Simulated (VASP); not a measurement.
# HgTe (F-43m) in VASP: further runs

Runs on HgTe. Level: r2SCAN. Tasks: single point.

Everything below comes from runs of VASP 6.6.1. Logs are shortened: lines on timing, memory, paths and dates and some standing lists are left out, and cuts for length are marked.

## 1. The cell of the first run

Symmetry: F-43m, No. 216, cubic system. Conventional cell: a = 6.571 Å, b = 6.571 Å, c = 6.571 Å, α = 90.00°, β = 90.00°, γ = 90.00°. Within 3.7 Å of Hg (site symmetry -43m) lie 4 Te at 2.85 Å. Within 3.7 Å of Te (site symmetry -43m) lie 4 Hg at 2.85 Å.

## 2. Single point, r2SCAN

File POSCAR:

```
HgTe
1.0
    0.0000000000      3.2855016699      3.2855016699
    3.2855016699      0.0000000000      3.2855016699
    3.2855016699      3.2855016699      0.0000000000
Hg Te
1 1
Direct
    0.0000000000      0.0000000000      0.0000000000
    0.2500000000      0.2500000000      0.2500000000
```

File INCAR.step1:

```
SYSTEM = HgTe
PREC = Accurate ; ENCUT = 520
ISMEAR = 0 ; SIGMA = 0.1
LREAL = .FALSE. ; LASPH = .TRUE.
NELM = 100 ; NBANDS = 16
GGA = PE ; ALGO = Normal
EDIFF = 1E-4 ; LWAVE = .TRUE.
LCHARG = .FALSE.
```

File INCAR.step2:

```
SYSTEM = HgTe
PREC = Accurate ; ENCUT = 520
EDIFF = 1E-7 ; ISMEAR = 0
SIGMA = 0.1 ; LREAL = .FALSE.
LASPH = .TRUE. ; NELM = 100
ALGO = Normal ; ISIF = 2
LWAVE = .FALSE. ; LCHARG = .FALSE.
METAGGA = R2SCAN ; LMIXTAU = .TRUE.
NBANDS = 16 ; ISTART = 1
```

File KPOINTS:

```
regular mesh
0
G
  12 12 12
  0 0 0
```

Potentials or basis: VASP PAW PBE potentials, release 64 (Hg, Te).

On the command line:

```
cat potpaw_PBE.64/Hg/POTCAR potpaw_PBE.64/Te/POTCAR > POTCAR
cp INCAR.step1 INCAR
mpirun -np 1 vasp_std > vasp.out
cp INCAR.step2 INCAR
mpirun -np 1 vasp_std > vasp.out
```

OUTCAR:

```text
SYSTEM = HgTe
   PREC = Accurate
   ENCUT = 520
   EDIFF = 1E-7
   ISMEAR = 0
   LREAL = .FALSE.
   LASPH = .TRUE.
   NELM = 100
   ISIF = 2
   METAGGA = R2SCAN
   ISTART = 1

 ion  position               nearest neighbor table
   1  0.000  0.000  0.000-   2 2.85   2 2.85   2 2.85   2 2.85
   2  0.250  0.250  0.250-   1 2.85   1 2.85   1 2.85   1 2.85

  LATTYP: Found a face centered cubic cell.
 ALAT       =     6.5710033398

  Lattice vectors:

 A1 = (   0.0000000000,   3.2855016699,   3.2855016699)
 A2 = (   3.2855016699,   0.0000000000,   3.2855016699)
 A3 = (   3.2855016699,   3.2855016699,   0.0000000000)

Analysis of symmetry for initial positions (statically):
=====================================================================
 Subroutine PRICEL returns:
 Original cell was already a primitive cell.

 Routine SETGRP: Setting up the symmetry group for a
 face centered cubic supercell.

 Subroutine GETGRP returns: Found 24 space group operations
 (whereof 24 operations were pure point group operations)
 out of a pool of 48 trial point group operations.

The static configuration has the point symmetry T_d .

Analysis of symmetry for dynamics (positions and initial velocities):
=====================================================================
 Subroutine PRICEL returns:
 Original cell was already a primitive cell.

 Routine SETGRP: Setting up the symmetry group for a
 face centered cubic supercell.

 Subroutine GETGRP returns: Found 24 space group operations
 (whereof 24 operations were pure point group operations)
 out of a pool of 48 trial point group operations.

The dynamic configuration has the point symmetry T_d .

 Subroutine INISYM returns: Found 24 space group operations
 (whereof 24 operations are pure point group operations),
 and found     1 'primitive' translations

----------------------------------------------------------------------------------------

                                     Primitive cell

  volume of cell :      70.9308

  direct lattice vectors                    reciprocal lattice vectors
     0.000000000  3.285501670  3.285501670    -0.152183761  0.152183761  0.152183761
     3.285501670  0.000000000  3.285501670     0.152183761 -0.152183761  0.152183761
     3.285501670  3.285501670  0.000000000     0.152183761  0.152183761 -0.152183761

  length of vectors
     4.646401021  4.646401021  4.646401021     0.263590006  0.263590006  0.263590006

  position of ions in fractional coordinates (direct lattice)
     0.000000000  0.000000000  0.000000000
     0.250000000  0.250000000  0.250000000

  ion indices of the primitive-cell ions
   primitive index   ion index
                 1           1
                 2           2

----------------------------------------------------------------------------------------

 KPOINTS: regular mesh

Automatic generation of k-mesh.
 Grid dimensions read from file:
 generate k-points for:   12   12   12

 Generating k-lattice:

  Cartesian coordinates                     Fractional coordinates (reciprocal lattice)
    -0.012681980  0.012681980  0.012681980     0.083333333  0.000000000  0.000000000
     0.012681980 -0.012681980  0.012681980     0.000000000  0.083333333  0.000000000
     0.012681980  0.012681980 -0.012681980     0.000000000  0.000000000  0.083333333

  Length of vectors
     0.021965834  0.021965834  0.021965834

  Shift w.r.t. Gamma in fractional coordinates (k-lattice)
     0.000000000  0.000000000  0.000000000

 Subroutine IBZKPT returns following result:
 ===========================================

 Found     72 irreducible k-points:

 Following reciprocal coordinates:
            Coordinates               Weight
  0.000000  0.000000  0.000000      1.000000
  0.083333  0.000000  0.000000      8.000000
  0.166667  0.000000  0.000000      8.000000
  0.250000  0.000000  0.000000      8.000000
  0.333333  0.000000  0.000000      8.000000
  0.416667  0.000000  0.000000      8.000000
[... 16 lines left out ...]
  0.500000  0.166667  0.000000     24.000000
 -0.416667  0.166667  0.000000     24.000000
 [... further k-points ...]
   k-points           NKPTS =     72   k-points in BZ     NKDIM =     72   number of bands    NBANDS=     16
   number of dos      NEDOS =    301   number of ions     NIONS =      2
   total plane-waves  NPLWV =  46656
   dimension x,y,z NGX =    36 NGY =   36 NGZ =   36
   dimension x,y,z NGXF=    72 NGYF=   72 NGZF=   72
   ions per type =               1   1
   NGX,Y,Z   is equivalent  to a cutoff of  12.88, 12.88, 12.88 a.u.
   NGXF,Y,Z  is equivalent  to a cutoff of  25.76, 25.76, 25.76 a.u.
 SYSTEM =  HgTe
   PREC   = accura    normal or accurate (medium, high low for compatibility)
   ISTART =      1    job   : 0-new  1-cont  2-samecut
   ICHARG =      0    charge: 1-file 2-atom 10-const
   ISPIN  =      1    spin polarized calculation?
   LNONCOLLINEAR =      F non collinear calculations
   LSORBIT =      F    spin-orbit coupling
   LASPH  =      T    aspherical Exc in radial PAW
   ENCUT  =  520.0 eV  38.22 Ry    6.18 a.u.   8.64  8.64  8.64*2*pi/ulx,y,z
   NELM   =    100;   NELMIN=  2; NELMDL=  0     # of ELM steps
   EDIFF  = 0.1E-06   stopping-criterion for ELM
   LREAL  =      F    real-space projection
   EDIFFG = 0.1E-05   stopping-criterion for IOM
   NSW    =      0    number of steps for IOM
   IBRION =     -1    ionic relax: 0-MD 1-quasi-New 2-CG
   NFREE  =      0    steps in history (QN), initial steepest desc. (CG)
   ISIF   =      2    stress and relaxation
   ISYM   =      2    0-nonsym 1-usesym 2-fastsym
   POTIM  = 0.5000    time-step for ionic-motion
   TEBEG  =    0.0;   TEEND  =   0.0 temperature during run
   PSTRESS=    0.0 pullay stress
   NELECT =      18.0000    total number of electrons
   NUPDOWN=      -1.0000    fix difference up-down
   EMIN   =  10.00;   EMAX   =-10.00  energy-range for DOS
   EFERMI =   0.00;   METHOD = LEGACY
   ISMEAR =     0;   SIGMA  =   0.10  broadening in eV -4-tet -1-fermi 0-gaus
   EFERMI_NEDOS =   21; number of points for ismear=-14 and -15
   IALGO  =     38    algorithm
   IMIX   =      4    mixing-type and parameters
     AMIX     =   0.40;   BMIX     =  1.00
     AMIX_MAG =   1.60;   BMIX_MAG =  1.00
  volume/ion in A,a.u.               =      35.47       239.33
  Fermi-wavevector in a.u.,A,eV,Ry     =   1.036463  1.958632 14.616146  1.074256
  Thomas-Fermi vector in A             =   2.170855
   LORBIT       =      0    0 simple, 1 ext, 2 COOP (PROOUT), +10 PAW based schemes
   METAGGA = R2SCAN    functional components
   LHFCALC =     F    Hartree Fock is set to
   AEXX    =    0.0000 exact exchange contribution
   IVDW    =     0    specifies the selected vdW correction
   LEPSILON=     F    determine dielectric tensor
   LRPA    =     F    only Hartree local field effects (RPA)
 non-spin polarized calculation
 Gauss-broadening in eV      SIGMA  =   0.10
  energy-cutoff  :      520.00
  volume of cell :       70.93
 maximum number of plane-waves:      1932
   NGX = 17   NGY = 17   NGZ = 17

 number of electron      18.0000001 magnetization

 Free energy of the ion-electron system (eV)
  ---------------------------------------------------
  ext. energy  EPLUGINS =         0.00000000
  ---------------------------------------------------
  free energy    TOTEN  =       -75.16459902 eV

  energy without entropy =      -75.16444030  energy(sigma->0) =      -75.16451966

 E-fermi :   2.4191     XC(G=0):  -9.0814

 val. band max:        2.3529060834   @ k =   0.0000   0.0000   0.0000
 cond. band min:       2.8885515001   @ k =   0.0833   0.0000   0.0000
 fundamental gap:      0.5356454167
 Fermi energy:         2.4191123168

 k-point     1 :       0.0000    0.0000    0.0000
  band No.  band energies     occupation
      1      -9.6981      2.00000
      2      -5.0050      2.00000
      3      -5.0050      2.00000
      4      -5.0050      2.00000
      5      -4.4932      2.00000
      6      -4.4932      2.00000
[... 8 lines left out ...]
     15      12.3271      0.00000
     16      12.3271      0.00000

 k-point     2 :       0.0833    0.0000    0.0000
  band No.  band energies     occupation
      1      -9.6649      2.00000
      2      -4.9956      2.00000
      3      -4.9956      2.00000
      4      -4.9910      2.00000
      5      -4.4940      2.00000
      6      -4.4940      2.00000
[... 8 lines left out ...]
     15      11.7973      0.00000
     16      11.7973      0.00000

 k-point     3 :       0.1667    0.0000    0.0000
  band No.  band energies     occupation
      1      -9.5720      2.00000
      2      -4.9707      2.00000
      3      -4.9707      2.00000
      4      -4.9410      2.00000
      5      -4.4953      2.00000
      6      -4.4953      2.00000
[... 8 lines left out ...]
     15      11.3628      0.00000
     16      11.3628      0.00000

 k-point     4 :       0.2500    0.0000    0.0000
  band No.  band energies     occupation
      1      -9.4402      2.00000
      2      -4.9388      2.00000
      3      -4.9388      2.00000
      4      -4.8338      2.00000
      5      -4.4936      2.00000
      6      -4.4936      2.00000
[... 8 lines left out ...]
     15      11.3028      0.00000
     16      11.3028      0.00000
[... 324 lines left out ...]
 k-point    22 :       0.4167    0.1667    0.0000
  band No.  band energies     occupation
      1      -9.1885      2.00000
      2      -4.8820      2.00000
      3      -4.8433      2.00000
      4      -4.6181      2.00000
      5      -4.4646      2.00000
      6      -4.4169      2.00000
[... 8 lines left out ...]
     15      12.1958      0.00000
     16      12.9507      0.00000

 k-point    23 :       0.5000    0.1667    0.0000
  band No.  band energies     occupation
      1      -9.1138      2.00000
      2      -4.8662      2.00000
      3      -4.8356      2.00000
      4      -4.5371      2.00000
      5      -4.4693      2.00000
      6      -4.2253      2.00000
[... 8 lines left out ...]
     15      12.4390      0.00000
     16      12.9842      0.00000

 k-point    24 :      -0.4167    0.1667    0.0000
  band No.  band energies     occupation
      1      -9.1040      2.00000
      2      -4.8602      2.00000
      3      -4.8427      2.00000
      4      -4.5067      2.00000
      5      -4.4826      2.00000
      6      -4.1793      2.00000
[... 8 lines left out ...]
     15      12.1434      0.00000
     16      12.3667      0.00000

 [... further k-points ...]
[... 5 lines left out ...]
  --------------------------------------------------------------------------------------
  -------------------------------------------------------------------------------------
  Total        0.0396572      0.0396572      0.0396572      0.0000000      0.0000000      0.0000000
  in kB        0.8957722      0.8957722      0.8957722      0.0000000      0.0000000      0.0000000
  external PRESSURE =       0.8957722 kB  Pullay stress =       0.0000000 kB

 VOLUME and BASIS-vectors are now :
 -----------------------------------------------------------------------------
  energy-cutoff  :      520.00
  volume of cell :       70.93
      direct lattice vectors                 reciprocal lattice vectors
     0.000000000  3.285501670  3.285501670    -0.152183761  0.152183761  0.152183761
     3.285501670  0.000000000  3.285501670     0.152183761 -0.152183761  0.152183761
     3.285501670  3.285501670  0.000000000     0.152183761  0.152183761 -0.152183761

 POSITION                                       TOTAL-FORCE (eV/Angst)
 -----------------------------------------------------------------------------------
      0.00000      0.00000      0.00000         0.000000      0.000000      0.000000
      1.64275      1.64275      1.64275        -0.000000     -0.000000     -0.000000
 -----------------------------------------------------------------------------------
    total drift:                                0.000000      0.000000      0.000000

  FREE ENERGIE OF THE ION-ELECTRON SYSTEM (eV)
  ---------------------------------------------------
  free  energy   TOTEN  =       -75.1645990166 eV

  energy  without entropy=      -75.1644403010  energy(sigma->0) =      -75.16451966
```

It took 4.5 min on 1 thread of AMD EPYC 9R14 (Zen 4), shared host; peak memory 0.24 GiB.

What came out:

- Free energy: -75.1646 eV
- Pressure: 0.1 GPa
- Band gap on the k mesh: zero (filled and empty bands touch)

Caveat: the PAW data sets were made with another functional, which shifts forces and pressure a little; spin-orbit coupling is left out, which moves the levels of the heavy elements.

## 3. Single point, r2SCAN (volume scaled by 0.88)

File POSCAR:

```
HgTe
1.0
    0.0000000000      3.1484435472      3.1484435472
    3.1484435472      0.0000000000      3.1484435472
    3.1484435472      3.1484435472      0.0000000000
Hg Te
1 1
Direct
    0.0000000000      0.0000000000      0.0000000000
    0.2500000000      0.2500000000      0.2500000000
```

File INCAR.step1:

```
SYSTEM = HgTe
PREC     = Accurate       ! precision mode
ENCUT    = 520            ! plane-wave cutoff, eV
ISMEAR   = 0              ! smearing method
SIGMA    = 0.1            ! smearing width, eV
LREAL    = .False.        ! projectors in reciprocal space
LASPH    = .True.         ! aspherical terms in the spheres
NELM     = 80             ! most SCF steps
NBANDS   = 16             ! bands
GGA      = PE             ! functional
ALGO     = Normal         ! electronic algorithm
EDIFF    = 1E-4           ! SCF threshold, eV
LWAVE    = .True.         ! write WAVECAR
LCHARG   = .False.        ! write CHGCAR
```

File INCAR.step2:

```
SYSTEM = HgTe
PREC     = Accurate       ! precision mode
ENCUT    = 520            ! plane-wave cutoff, eV
EDIFF    = 1E-6           ! SCF threshold, eV
ISMEAR   = 0              ! smearing method
SIGMA    = 0.1            ! smearing width, eV
LREAL    = .False.        ! projectors in reciprocal space
LASPH    = .True.         ! aspherical terms in the spheres
NELM     = 80             ! most SCF steps
ALGO     = Normal         ! electronic algorithm
ISIF     = 2              ! what is computed and relaxed
LWAVE    = .False.        ! write WAVECAR
LCHARG   = .True.         ! write CHGCAR
METAGGA  = R2SCAN         ! meta-GGA
LMIXTAU  = .True.       
LELF     = .True.         ! ELF
LVHAR    = .True.       
NBANDS   = 16             ! bands
ISTART   = 1
```

File KPOINTS:

```
Automatic mesh
0
Gamma
  12 12 12
  0 0 0
```

Potentials or basis: VASP PAW PBE potentials, release 64 (Hg, Te).

On the command line:

```
cat potpaw_PBE.64/Hg/POTCAR potpaw_PBE.64/Te/POTCAR > POTCAR
cp INCAR.step1 INCAR
mpirun -np 1 vasp_std > vasp.out
cp INCAR.step2 INCAR
mpirun -np 1 vasp_std > vasp.out
```

Run time: 3.4 min. Hardware: 1 thread of AMD EPYC 9R45 (Zen 5), shared host; peak memory 0.23 GiB.

Results (log left out):

```
Free energy            : -74.9905 eV
Pressure               : 7.3 GPa
Band gap on the k mesh : zero (filled and empty bands touch)
```

Levels at points of the mesh, in eV from the Fermi level:
| k point | band 7 | band 8 | band 9 | band 10 | band 11 | band 12 |
| --- | --- | --- | --- | --- | --- | --- |
| (0.00, 0.00, 0.00) | -0.24 | -0.05 | -0.05 | -0.05 | 4.33 | 4.33 |
| (0.50, 0.00, 0.00) | -6.28 | -1.25 | -1.25 | 0.91 | 5.22 | 5.22 |
| (0.50, 0.50, 0.00) | -6.11 | -2.79 | -2.79 | 1.98 | 2.47 | 9.01 |

Caveat: the PAW data sets were made with another functional, which shifts forces and pressure a little; spin-orbit coupling is left out, which moves the levels of the heavy elements.

## 4. Single point, r2SCAN (volume scaled by 0.91)

File POSCAR:

```
HgTe
1.0
    0.0000000000      3.1838222786      3.1838222786
    3.1838222786      0.0000000000      3.1838222786
    3.1838222786      3.1838222786      0.0000000000
Hg Te
1 1
Direct
    0.0000000000      0.0000000000      0.0000000000
    0.2500000000      0.2500000000      0.2500000000
```

File INCAR.step1:

```
SYSTEM = HgTe
ALGO = Normal
EDIFF = 1E-4
ENCUT = 520
GGA = PE
ISMEAR = 0
LASPH = .True.
LCHARG = .False.
LREAL = .False.
LWAVE = .True.
NBANDS = 16
NELM = 80
PREC = Accurate
SIGMA = 0.1
```

File INCAR.step2:

```
SYSTEM = HgTe
ALGO = Normal
EDIFF = 1E-6
ENCUT = 520
ISIF = 2
ISMEAR = 0
ISTART = 1
LASPH = .True.
LCHARG = .False.
LMIXTAU = .True.
LREAL = .False.
LWAVE = .False.
METAGGA = R2SCAN
NBANDS = 16
NELM = 80
PREC = Accurate
SIGMA = 0.1
```

File KPOINTS:

```
k-points
0
Gamma
  12 12 12
  0 0 0
```

Potentials or basis: VASP PAW PBE potentials, release 64 (Hg, Te).

On the command line:

```
cat potpaw_PBE.64/Hg/POTCAR potpaw_PBE.64/Te/POTCAR > POTCAR
cp INCAR.step1 INCAR
mpirun -np 1 vasp_std > vasp.out
cp INCAR.step2 INCAR
mpirun -np 1 vasp_std > vasp.out
```

OUTCAR:

```text
SYSTEM = HgTe
   EDIFF = 1E-6
   ENCUT = 520
   ISIF = 2
   ISMEAR = 0
   ISTART = 1
   LASPH = .True.
   LREAL = .False.
   METAGGA = R2SCAN
   NELM = 80
   PREC = Accurate

 ion  position               nearest neighbor table
   1  0.000  0.000  0.000-   2 2.76   2 2.76   2 2.76   2 2.76
   2  0.250  0.250  0.250-   1 2.76   1 2.76   1 2.76   1 2.76

  LATTYP: Found a face centered cubic cell.
 ALAT       =     6.3676445572

  Lattice vectors:

 A1 = (   0.0000000000,   3.1838222786,   3.1838222786)
 A2 = (   3.1838222786,   0.0000000000,   3.1838222786)
 A3 = (   3.1838222786,   3.1838222786,   0.0000000000)
[... 626 lines left out ...]
      5      -3.9122      2.00000
      6      -3.5611      2.00000
[... 8 lines left out ...]
     15      13.2544      0.00000
     16      13.5115      0.00000

 [... further k-points ...]
[... 5 lines left out ...]
  --------------------------------------------------------------------------------------
  -------------------------------------------------------------------------------------
  Total        1.9944475      1.9944475      1.9944475     -0.0000000      0.0000000     -0.0000000
  in kB       49.5058743     49.5058743     49.5058743     -0.0000000      0.0000000     -0.0000000
  external PRESSURE =      49.5058743 kB  Pullay stress =       0.0000000 kB

 VOLUME and BASIS-vectors are now :
 -----------------------------------------------------------------------------
  energy-cutoff  :      520.00
  volume of cell :       64.55
      direct lattice vectors                 reciprocal lattice vectors
     0.000000000  3.183822279  3.183822279    -0.157043942  0.157043942  0.157043942
     3.183822279  0.000000000  3.183822279     0.157043942 -0.157043942  0.157043942
     3.183822279  3.183822279  0.000000000     0.157043942  0.157043942 -0.157043942

 POSITION                                       TOTAL-FORCE (eV/Angst)
 -----------------------------------------------------------------------------------
      0.00000      0.00000      0.00000        -0.000000     -0.000000      0.000000
      1.59191      1.59191      1.59191         0.000000      0.000000     -0.000000
 -----------------------------------------------------------------------------------
    total drift:                               -0.000000     -0.000000     -0.000000

  FREE ENERGIE OF THE ION-ELECTRON SYSTEM (eV)
  ---------------------------------------------------
  free  energy   TOTEN  =       -75.0715885354 eV

  energy  without entropy=      -75.0714435565  energy(sigma->0) =      -75.07151605
```

Wall time 3.4 min (1 thread of AMD EPYC 9R45 (Zen 5), shared host); peak memory 0.23 GiB.

Results:

```
Free energy            : -75.0716 eV
Pressure               : 5.0 GPa
Band gap on the k mesh : zero (filled and empty bands touch)
```

Levels at points of the mesh, in eV from the Fermi level:
| k point | band 5 | band 6 | band 7 | band 8 | band 9 | band 10 | band 11 | band 12 | band 13 | band 14 |
| --- | --- | --- | --- | --- | --- | --- | --- | --- | --- | --- |
| (0.00, 0.00, 0.00) | -7.35 | -7.35 | -0.34 | -0.06 | -0.06 | -0.06 | 4.41 | 4.41 | 4.41 | 6.76 |
| (0.50, 0.00, 0.00) | -7.33 | -7.00 | -6.03 | -1.18 | -1.18 | 0.90 | 5.26 | 5.26 | 7.09 | 8.47 |
| (0.50, 0.50, 0.00) | -7.28 | -6.81 | -5.91 | -2.62 | -2.62 | 2.00 | 2.56 | 8.86 | 9.58 | 9.58 |

Caveat: the PAW data sets were made with another functional, which shifts forces and pressure a little; spin-orbit coupling is left out, which moves the levels of the heavy elements.

(Part 1 of 2 ends here.)
